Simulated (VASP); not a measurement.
A run of VASP 6.6.1 is set up as follows.

INCAR

```
PREC     = Accurate       # precision mode
ENCUT    = 600            # plane-wave cutoff, eV
EDIFF    = 1E-7           # SCF threshold, eV
ISMEAR   = 0              # smearing method
SIGMA    = 0.1            # smearing width, eV
LREAL    = F              # projectors in reciprocal space
LASPH    = T              # aspherical terms in the spheres
NELM     = 100            # most SCF steps
ALGO     = Normal         # electronic algorithm
ISIF     = 3              # what is computed and relaxed
LWAVE    = F              # write WAVECAR
LCHARG   = F              # write CHGCAR
GGA      = PE             # functional
IBRION   = 2              # ionic algorithm
NSW      = 100            # ionic steps
EDIFFG   = -0.01          # ionic threshold
```

KPOINTS

```
Automatic mesh
0
Gamma
  12 12 4
```

POSCAR

```
Al2O
1.0
    3.4122220129      0.0000000000      0.0000000000
    0.0000000000      3.4122220129      0.0000000000
    0.0000000000      0.0000000000      9.3260798448
Al O
4 2
Direct
    0.0000000000      0.0000000000      0.2500000000
    0.0000000000      0.0000000000      0.7500000000
    0.0000000000      0.5000000000      0.5000000000
    0.5000000000      0.0000000000      0.0000000000
    0.5000000000      0.5000000000      0.0000000000
    0.5000000000      0.5000000000      0.5000000000
```

Potentials or basis: VASP PAW PBE potentials, release 64 (Al, O).

The run is started by

```sh
$ cat potpaw_PBE.64/Al/POTCAR potpaw_PBE.64/O/POTCAR > POTCAR
$ mpirun -np 1 vasp_std > vasp.out
```

Q: What does it give for the band gap on the k mesh?

A: Zero (band 12 reaches 5.37 eV, above the bottom of band 13 at 3.44 eV).

Q: Predict the relaxed cell.

A: a = 3.427 Å, b = 3.427 Å, c = 9.185 Å, α = 90.00°, β = 90.00°, γ = 90.00°.

Q: Predict the relaxed volume.

A: 17.98 Å³/atom.

The path:
| step | energy change (eV) | largest force (eV/Å) | pressure (GPa) | volume (Å³) |
| --- | --- | --- | --- | --- |
| 1 | 0.0000 | 0.0000 | 0.00 | 108.59 |
| 2 | -0.0015 | 0.0000 | -0.14 | 108.58 |
| 3 | -0.0028 | 0.0000 | -0.43 | 108.58 |
| 4 | -0.0037 | 0.0000 | -0.19 | 108.13 |
| 5 | -0.0039 | 0.0000 | -0.06 | 107.86 |
